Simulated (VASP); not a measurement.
# Pt (Fm-3m) in VASP: further runs

Pt is run at these levels: r2SCAN; tasks: single point.

Program: VASP 6.6.1. These are calculated values, not measurements. Logs are shortened: lines on timing, memory, paths and dates and some standing lists are left out, and cuts for length are marked.

**1. The cell of the first run**

Symmetry: Fm-3m, No. 225, cubic system. Conventional cell: a = 3.504 Å, b = 3.504 Å, c = 3.504 Å, α = 90.00°, β = 90.00°, γ = 90.00°. Within 3.3 Å of Pt (site symmetry m-3m) lie 12 Pt at 2.48 Å.

**2. Single point, r2SCAN**

The input, POSCAR:

```
Pt
1.0
    0.0000000000      1.7517894433      1.7517894433
    1.7517894433      0.0000000000      1.7517894433
    1.7517894433      1.7517894433      0.0000000000
Pt
1
Direct
    0.0000000000      0.0000000000      0.0000000000
```

The input, INCAR.step1:

```
SYSTEM = Pt
PREC = Accurate
ENCUT = 520
ISMEAR = 0
SIGMA = 0.1
LREAL = .FALSE.
LASPH = .TRUE.
NELM = 80
NBANDS = 11
GGA = PE
ALGO = Normal
EDIFF = 1E-4
LWAVE = .TRUE.
LCHARG = .FALSE.
```

The input, INCAR.step2:

```
SYSTEM = Pt
PREC = Accurate
ENCUT = 520
EDIFF = 1E-6
ISMEAR = 0
SIGMA = 0.1
LREAL = .FALSE.
LASPH = .TRUE.
NELM = 80
ALGO = Normal
ISIF = 2
LWAVE = .FALSE.
LCHARG = .TRUE.
METAGGA = R2SCAN
LMIXTAU = .TRUE.
LELF = .TRUE.
LVHAR = .TRUE.
NBANDS = 11
ISTART = 1
```

The input, KPOINTS:

```
Automatic mesh
0
G
  8 8 8
  0 0 0
```

Potentials or basis: VASP PAW PBE potentials, release 64 (Pt).

Launch:

```console
$ cat potpaw_PBE.64/Pt/POTCAR > POTCAR
$ cp INCAR.step1 INCAR
$ mpirun -np 1 vasp_std > vasp.out
$ cp INCAR.step2 INCAR
$ mpirun -np 1 vasp_std > vasp.out
```

OUTCAR:

```text
SYSTEM = Pt
   PREC = Accurate
   ENCUT = 520
   EDIFF = 1E-6
   ISMEAR = 0
   LREAL = .FALSE.
   LASPH = .TRUE.
   NELM = 80
   ISIF = 2
   METAGGA = R2SCAN
   ISTART = 1

 ion  position               nearest neighbor table
   1  0.000  0.000  0.000-

  LATTYP: Found a face centered cubic cell.
 ALAT       =     3.5035788866

  Lattice vectors:

 A1 = (   0.0000000000,   1.7517894433,   1.7517894433)
 A2 = (   1.7517894433,   0.0000000000,   1.7517894433)
 A3 = (   1.7517894433,   1.7517894433,   0.0000000000)

Analysis of symmetry for initial positions (statically):
=====================================================================
 Subroutine PRICEL returns:
 Original cell was already a primitive cell.

 Routine SETGRP: Setting up the symmetry group for a
 face centered cubic supercell.

 Subroutine GETGRP returns: Found 48 space group operations
 (whereof 48 operations were pure point group operations)
 out of a pool of 48 trial point group operations.

The static configuration has the point symmetry O_h .

Analysis of symmetry for dynamics (positions and initial velocities):
=====================================================================
 Subroutine PRICEL returns:
 Original cell was already a primitive cell.

 Routine SETGRP: Setting up the symmetry group for a
 face centered cubic supercell.

 Subroutine GETGRP returns: Found 48 space group operations
 (whereof 48 operations were pure point group operations)
 out of a pool of 48 trial point group operations.

The dynamic configuration has the point symmetry O_h .

 Subroutine INISYM returns: Found 48 space group operations
 (whereof 48 operations are pure point group operations),
 and found     1 'primitive' translations

----------------------------------------------------------------------------------------

                                     Primitive cell

  volume of cell :      10.7517

  direct lattice vectors                    reciprocal lattice vectors
     0.000000000  1.751789443  1.751789443    -0.285422430  0.285422430  0.285422430
     1.751789443  0.000000000  1.751789443     0.285422430 -0.285422430  0.285422430
     1.751789443  1.751789443  0.000000000     0.285422430  0.285422430 -0.285422430

  length of vectors
     2.477404389  2.477404389  2.477404389     0.494366151  0.494366151  0.494366151

  position of ions in fractional coordinates (direct lattice)
     0.000000000  0.000000000  0.000000000

  ion indices of the primitive-cell ions
   primitive index   ion index
                 1           1

----------------------------------------------------------------------------------------

[... 74 lines left out ...]
   NFREE  =      0    steps in history (QN), initial steepest desc. (CG)
   ISIF   =      2    stress and relaxation
   ISYM   =      2    0-nonsym 1-usesym 2-fastsym
   POTIM  = 0.5000    time-step for ionic-motion
   TEBEG  =    0.0;   TEEND  =   0.0 temperature during run
   PSTRESS=    0.0 pullay stress
   NELECT =      10.0000    total number of electrons
   NUPDOWN=      -1.0000    fix difference up-down
   EMIN   =  10.00;   EMAX   =-10.00  energy-range for DOS
   EFERMI =   0.00;   METHOD = LEGACY
   ISMEAR =     0;   SIGMA  =   0.10  broadening in eV -4-tet -1-fermi 0-gaus
   EFERMI_NEDOS =   21; number of points for ismear=-14 and -15
   IALGO  =     38    algorithm
   IMIX   =      4    mixing-type and parameters
     AMIX     =   0.40;   BMIX     =  1.00
     AMIX_MAG =   1.60;   BMIX_MAG =  1.00
  volume/ion in A,a.u.               =      10.75        72.56
  Fermi-wavevector in a.u.,A,eV,Ry     =   1.598023  3.019825 34.744876  2.553676
  Thomas-Fermi vector in A             =   2.695537
   LORBIT       =      0    0 simple, 1 ext, 2 COOP (PROOUT), +10 PAW based schemes
   METAGGA = R2SCAN    functional components
   LHFCALC =     F    Hartree Fock is set to
   AEXX    =    0.0000 exact exchange contribution
   IVDW    =     0    specifies the selected vdW correction
   LEPSILON=     F    determine dielectric tensor
   LRPA    =     F    only Hartree local field effects (RPA)
 non-spin polarized calculation
 Gauss-broadening in eV      SIGMA  =   0.10
  energy-cutoff  :      520.00
  volume of cell :       10.75
 maximum number of plane-waves:       303
   NGX =  9   NGY =  9   NGZ =  9

 number of electron      10.0000000 magnetization

 Free energy of the ion-electron system (eV)
  ---------------------------------------------------
  ext. energy  EPLUGINS =         0.00000000
  ---------------------------------------------------
  free energy    TOTEN  =       -49.03621291 eV

  energy without entropy =      -49.03157280  energy(sigma->0) =      -49.03389286

 E-fermi :  18.8529     XC(G=0): -17.1187

 val. band max:       18.8060021408   @ k =  -0.2500   0.1250   0.0000
 cond. band min:      18.9090566266   @ k =   0.3750   0.2500   0.1250
 fundamental gap:      0.1030544859
 Fermi energy:        18.8528600603

 k-point     1 :       0.0000    0.0000    0.0000
  band No.  band energies     occupation
      1       3.8947      2.00000
      2      12.1455      2.00000
      3      12.1455      2.00000
      4      12.1455      2.00000
      5      15.9366      2.00000
      6      15.9366      2.00000
      7      32.5116      0.00000
      8      39.8567      0.00000
      9      39.8568      0.00000
     10      39.8568      0.00000
     11      47.0725      0.00000
[... 309 lines left out ...]
 k-point    24 :      -0.3750    0.2500    0.1250
  band No.  band energies     occupation
      1       8.7272      2.00000
      2      10.2071      2.00000
      3      12.9130      2.00000
      4      13.9276      2.00000
      5      18.5150      2.00000
      6      24.8931      0.00000
      7      27.3240      0.00000
      8      36.1997      0.00000
      9      38.1608      0.00000
     10      41.2818      0.00000
     11      50.2145      0.00000

 [... further k-points ...]
[... 5 lines left out ...]
  --------------------------------------------------------------------------------------
  -------------------------------------------------------------------------------------
  Total       16.6098895     16.6098895     16.6098895      0.0000000      0.0000000      0.0000000
  in kB     2475.1505202   2475.1505202   2475.1505202      0.0000000      0.0000000      0.0000000
  external PRESSURE =    2475.1505202 kB  Pullay stress =       0.0000000 kB

 VOLUME and BASIS-vectors are now :
 -----------------------------------------------------------------------------
  energy-cutoff  :      520.00
  volume of cell :       10.75
      direct lattice vectors                 reciprocal lattice vectors
     0.000000000  1.751789443  1.751789443    -0.285422430  0.285422430  0.285422430
     1.751789443  0.000000000  1.751789443     0.285422430 -0.285422430  0.285422430
     1.751789443  1.751789443  0.000000000     0.285422430  0.285422430 -0.285422430

 POSITION                                       TOTAL-FORCE (eV/Angst)
 -----------------------------------------------------------------------------------
      0.00000      0.00000      0.00000         0.000000     -0.000000      0.000000
 -----------------------------------------------------------------------------------
    total drift:                                0.000000     -0.000000      0.000000

  FREE ENERGIE OF THE ION-ELECTRON SYSTEM (eV)
  ---------------------------------------------------
  free  energy   TOTEN  =       -49.0362129077 eV

  energy  without entropy=      -49.0315728050  energy(sigma->0) =      -49.03389286
```

OUTCAR.step1:

```text
SYSTEM = Pt
   PREC = Accurate
   ENCUT = 520
   ISMEAR = 0
   LREAL = .FALSE.
   LASPH = .TRUE.
   NELM = 80
[... 552 lines left out ...]
 -----------------------------------------------------------------------------------
      0.00000      0.00000      0.00000         0.000000      0.000000      0.000000
 -----------------------------------------------------------------------------------
    total drift:                                0.000000     -0.000000      0.000000

  FREE ENERGIE OF THE ION-ELECTRON SYSTEM (eV)
  ---------------------------------------------------
  free  energy   TOTEN  =        -3.5071748269 eV

  energy  without entropy=       -3.5024662827  energy(sigma->0) =       -3.50482055
```

OSZICAR.step1:

```text
N       E                     dE             d eps       ncg     rms          rms(c)
DAV:   1     0.448050124793E+02    0.44805E+02   -0.56486E+03   646   0.883E+02
DAV:   2    -0.330376107858E+01   -0.48109E+02   -0.46574E+02   728   0.194E+02
DAV:   3    -0.386656259856E+01   -0.56280E+00   -0.56160E+00   792   0.199E+01
DAV:   4    -0.386818213962E+01   -0.16195E-02   -0.16194E-02   775   0.121E+00
DAV:   5    -0.386819074363E+01   -0.86040E-05   -0.86065E-05   770   0.772E-02    0.347E+01
DAV:   6    -0.361649115067E+01    0.25170E+00   -0.16909E-01   761   0.374E+00    0.197E+01
DAV:   7    -0.351048069975E+01    0.10601E+00   -0.15134E-01   770   0.343E+00    0.140E+00
DAV:   8    -0.350720291651E+01    0.32778E-02   -0.10179E-02   698   0.982E-01    0.263E-01
DAV:   9    -0.350717482688E+01    0.28090E-04   -0.63138E-05   656   0.815E-02
   1 F= -.35071748E+01 E0= -.35048206E+01  d E =-.470854E-02
```

Wall time 14 s (1 thread of AMD EPYC 7R13 (Zen 3), shared host); peak memory 0.09 GiB.

Results:

| Item | Value |
| --- | --- |
| Free energy | -49.0362 eV |
| Pressure | 247.5 GPa |
| Band gap on the k mesh | zero (band 5 reaches 19.90 eV, above the bottom of band 6 at 15.70 eV) |

Caveat: the k points lie up to 0.39 Å⁻¹ apart; the PAW data sets were made with another functional, which shifts forces and pressure a little; spin-orbit coupling is left out, which moves the levels of the heavy elements.

**3. Single point, r2SCAN**

The input, POSCAR:

```
Pt
1.0
    0.0000000000      1.7520091569      1.7520091569
    1.7520091569      0.0000000000      1.7520091569
    1.7520091569      1.7520091569      0.0000000000
Pt
1
Direct
    0.0000000000      0.0000000000      0.0000000000
```

The input, INCAR.step1:

```
ALGO = Normal
EDIFF = 1E-4
ENCUT = 520
GGA = PE
ISMEAR = -1
LASPH = T
LCHARG = F
LREAL = F
LWAVE = T
NBANDS = 11
NELM = 100
PREC = Accurate
SIGMA = 0.1
```

The input, INCAR.step2:

```
ALGO = Normal
EDIFF = 1E-6
ENCUT = 520
ISIF = 2
ISMEAR = -1
ISTART = 1
LASPH = T
LCHARG = T
LELF = T
LMIXTAU = T
LREAL = F
LVHAR = T
LWAVE = F
METAGGA = R2SCAN
NBANDS = 11
NELM = 100
PREC = Accurate
SIGMA = 0.1
```

The input, KPOINTS:

```
k-points
0
Gamma
  20 20 20
```

Potentials or basis: VASP PAW PBE potentials, release 64 (Pt).

Launch:

```console
$ cat potpaw_PBE.64/Pt/POTCAR > POTCAR
$ cp INCAR.step1 INCAR
$ mpirun -np 1 vasp_std > vasp.out
$ cp INCAR.step2 INCAR
$ mpirun -np 1 vasp_std > vasp.out
```

It took 77 s on 1 thread of AMD EPYC 7R13 (Zen 3), shared host; peak memory 0.12 GiB.

It converged, with:

```yaml
Free_energy: -49.0590 eV
Pressure: 247.8 GPa
Band_gap_on_the_k_mesh: zero (band 5 reaches 19.92 eV, above the bottom of band 6 at 15.69 eV)
```

Levels at points of the mesh, in eV from the Fermi level:
| k point | band 3 | band 4 | band 5 | band 6 | band 7 | band 8 |
| --- | --- | --- | --- | --- | --- | --- |
| (0.00, 0.00, 0.00) | -6.75 | -6.75 | -2.96 | -2.96 | 13.58 | 20.92 |
| (0.50, 0.00, 0.00) | -6.97 | -1.72 | 0.11 | 0.11 | 9.57 | 13.37 |
| (0.50, 0.50, 0.00) | 0.03 | 1.00 | 1.00 | 1.50 | 13.06 | 13.06 |

Caveat: the PAW data sets were made with another functional, which shifts forces and pressure a little; spin-orbit coupling is left out, which moves the levels of the heavy elements.

**4. Single point, r2SCAN (volume scaled by 0.94)**

The input, POSCAR:

```
Pt
1.0
    0.0000000000      1.9298773821      1.9298773821
    1.9298773821      0.0000000000      1.9298773821
    1.9298773821      1.9298773821      0.0000000000
Pt
1
Direct
    0.0000000000      0.0000000000      0.0000000000
```

The input, INCAR.step1:

```
ALGO = Normal
EDIFF = 1E-4
ENCUT = 520
GGA = PE
ISMEAR = 0
LASPH = T
LCHARG = F
LREAL = F
LWAVE = T
NBANDS = 11
NELM = 80
PREC = Accurate
SIGMA = 0.1
```

The input, INCAR.step2:

```
ALGO = Normal
EDIFF = 1E-6
ENCUT = 520
ISIF = 2
ISMEAR = 0
ISTART = 1
LASPH = T
LCHARG = F
LMIXTAU = T
LREAL = F
LWAVE = F
METAGGA = R2SCAN
NBANDS = 11
NELM = 80
PREC = Accurate
SIGMA = 0.1
```

The input, KPOINTS:

```
k-points
0
Gamma
  18 18 18
```

Launch:

```console
$ cat potpaw_PBE.64/Pt/POTCAR > POTCAR
$ cp INCAR.step1 INCAR
$ mpirun -np 1 vasp_std > vasp.out
$ cp INCAR.step2 INCAR
$ mpirun -np 1 vasp_std > vasp.out
```

Wall time 46 s (1 thread of Intel Xeon 6975P-C (Granite Rapids), shared host); peak memory 0.15 GiB.

The run converged. Its results:

- Free energy: -51.4430 eV
- Pressure: 20.9 GPa
- Band gap on the k mesh: zero (band 5 reaches 12.54 eV, above the bottom of band 6 at 9.96 eV)

Levels at points of the mesh, in eV from the Fermi level:
| k point | band 2 | band 3 | band 4 | band 5 | band 6 | band 7 | band 8 | band 9 |
| --- | --- | --- | --- | --- | --- | --- | --- | --- |
| (0.00, 0.00, 0.00) | -4.24 | -4.24 | -4.24 | -1.89 | -1.89 | 15.32 | 20.78 | 20.78 |
| (0.50, 0.00, 0.00) | -4.35 | -4.35 | -0.51 | 0.03 | 0.03 | 6.55 | 14.98 | 20.30 |
| (0.50, 0.50, 0.00) | -7.41 | -0.05 | 0.57 | 0.57 | 1.85 | 9.90 | 12.18 | 12.18 |

Caveat: the cell differs from its parent crystal (volume scaled by 0.94); the PAW data sets were made with another functional, which shifts forces and pressure a little; spin-orbit coupling is left out, which moves the levels of the heavy elements.

**5. Single point, r2SCAN (volume scaled by 0.97)**

The input, POSCAR:

```
Pt
1.0
    0.0000000000      1.9501933738      1.9501933738
    1.9501933738      0.0000000000      1.9501933738
    1.9501933738      1.9501933738      0.0000000000
Pt
1
Direct
    0.0000000000      0.0000000000      0.0000000000
```

The input, INCAR.step1:

```
PREC     = Accurate       # precision mode
ENCUT    = 520            # plane-wave cutoff, eV
ISMEAR   = 0              # smearing method
SIGMA    = 0.1            # smearing width, eV
LREAL    = False          # projectors in reciprocal space
LASPH    = True           # aspherical terms in the spheres
NELM     = 100            # most SCF steps
NBANDS   = 11             # bands
GGA      = PE             # functional
ALGO     = Normal         # electronic algorithm
EDIFF    = 1E-4           # SCF threshold, eV
LWAVE    = True           # write WAVECAR
LCHARG   = False          # write CHGCAR
```

The input, INCAR.step2:

```
PREC     = Accurate       # precision mode
ENCUT    = 520            # plane-wave cutoff, eV
EDIFF    = 1E-6           # SCF threshold, eV
ISMEAR   = 0              # smearing method
SIGMA    = 0.1            # smearing width, eV
LREAL    = False          # projectors in reciprocal space
LASPH    = True           # aspherical terms in the spheres
NELM     = 100            # most SCF steps
ALGO     = Normal         # electronic algorithm
ISIF     = 2              # what is computed and relaxed
LWAVE    = False          # write WAVECAR
LCHARG   = False          # write CHGCAR
METAGGA  = R2SCAN         # meta-GGA
LMIXTAU  = True         
NBANDS   = 11             # bands
ISTART   = 1
```

The input, KPOINTS:

```
regular mesh
0
Gamma
  18 18 18
```

Launch:

```console
$ cat potpaw_PBE.64/Pt/POTCAR > POTCAR
$ cp INCAR.step1 INCAR
$ mpirun -np 1 vasp_std > vasp.out
$ cp INCAR.step2 INCAR
$ mpirun -np 1 vasp_std > vasp.out
```

Run time: 42 s. Hardware: 1 thread of Intel Xeon 6975P-C (Granite Rapids), shared host; peak memory 0.16 GiB.

The run converged. Its results:

```yaml
Free_energy: -51.4868 eV
Pressure: 9.9 GPa
Band_gap_on_the_k_mesh: zero (band 5 reaches 11.88 eV, above the bottom of band 6 at 9.44 eV)
```

Levels at points of the mesh, in eV from the Fermi level:
```csv
k point,band 1,band 2,band 3,band 4,band 5,band 6,band 7,band 8,band 9,band 10
"(0.00, 0.00, 0.00)",-10.70,-4.03,-4.03,-4.03,-1.80,-1.80,15.43,20.70,20.70,20.70
"(0.50, 0.00, 0.00)",-7.76,-4.13,-4.13,-0.38,0.03,0.03,6.29,15.08,20.08,20.08
"(0.50, 0.50, 0.00)",-7.50,-7.05,-0.06,0.54,0.54,1.91,9.53,12.08,12.08,21.50
```

Caveat: the cell differs from its parent crystal (volume scaled by 0.97); the PAW data sets were made with another functional, which shifts forces and pressure a little; spin-orbit coupling is left out, which moves the levels of the heavy elements.

**6. Single point, r2SCAN**

This run uses another cell than the first one, of 15.29 Å³/atom, 1.422 times its volume.

The input, POSCAR:

```
Pt
1.0
    0.0000000000      1.9700946807      1.9700946807
    1.9700946807      0.0000000000      1.9700946807
    1.9700946807      1.9700946807      0.0000000000
Pt
1
Direct
    0.0000000000      0.0000000000      0.0000000000
```

The input, INCAR.step1:

```
PREC = Accurate ; ENCUT = 520
ISMEAR = 0 ; SIGMA = 0.1
LREAL = F ; LASPH = T
NELM = 60 ; NBANDS = 11
GGA = PE ; ALGO = Normal
EDIFF = 1E-4 ; LWAVE = T
LCHARG = F
```

The input, INCAR.step2:

```
PREC = Accurate ; ENCUT = 520
EDIFF = 1E-6 ; ISMEAR = 0
SIGMA = 0.1 ; LREAL = F
LASPH = T ; NELM = 60
ALGO = Normal ; ISIF = 2
LWAVE = F ; LCHARG = F
METAGGA = R2SCAN ; LMIXTAU = T
NBANDS = 11 ; ISTART = 1
```

KPOINTS is that of step 5.

Potentials or basis: VASP PAW PBE potentials, release 64 (Pt).

Launch:

```console
$ cat potpaw_PBE.64/Pt/POTCAR > POTCAR
$ cp INCAR.step1 INCAR
$ mpirun -np 1 vasp_std > vasp.out
$ cp INCAR.step2 INCAR
$ mpirun -np 1 vasp_std > vasp.out
```

It took 43 s on 1 thread of Intel Xeon 6975P-C (Granite Rapids), shared host; peak memory 0.17 GiB.

The run converged. Its results:

| Property | Result |
| --- | --- |
| Free energy | -51.5017 eV |
| Pressure | 0.7 GPa |
| Band gap on the k mesh | zero (band 5 reaches 11.26 eV, above the bottom of band 6 at 8.94 eV) |

Levels at points of the mesh, in eV from the Fermi level:
```tsv
k point	band 2	band 3	band 4	band 5	band 6	band 7	band 8	band 9
(0.00, 0.00, 0.00)	-3.83	-3.83	-3.83	-1.72	-1.72	15.52	20.61	20.61
(0.50, 0.00, 0.00)	-3.93	-3.93	-0.25	0.02	0.02	6.05	15.16	19.86
(0.50, 0.50, 0.00)	-6.72	-0.06	0.51	0.51	1.97	9.19	11.98	11.98
```

Caveat: the PAW data sets were made with another functional, which shifts forces and pressure a little; spin-orbit coupling is left out, which moves the levels of the heavy elements.

**7. The runs side by side**

| cell | k mesh | smearing | gap on the mesh (eV) | pressure (GPa) |
| --- | --- | --- | --- | --- |
| a = 2.477 Å, angles 60.0°, 1 atom | 8 × 8 × 8 | gaussian 0.1 eV | none | 247.5 |
| a = 2.478 Å, angles 60.0°, 1 atom | 20 × 20 × 20 | fermi-dirac 0.1 eV | none | 247.8 |
| a = 2.729 Å, angles 60.0°, 1 atom | 18 × 18 × 18 | gaussian 0.1 eV | none | 20.9 |
| a = 2.758 Å, angles 60.0°, 1 atom | 18 × 18 × 18 | gaussian 0.1 eV | none | 9.9 |
| a = 2.786 Å, angles 60.0°, 1 atom | 18 × 18 × 18 | gaussian 0.1 eV | none | 0.7 |

Alike in all rows: task single point; level r2SCAN; potentials or basis VASP PAW PBE potentials, release 64 (Pt); no spin polarisation; cutoff (eV) 520.

Caveats: some runs use coarse meshes; the PAW data sets were made with another functional, which shifts forces and pressure a little; spin-orbit coupling is left out, which moves the levels of the heavy elements.

Total energies depend on the potentials used, so only differences within one code and one set of settings carry meaning.
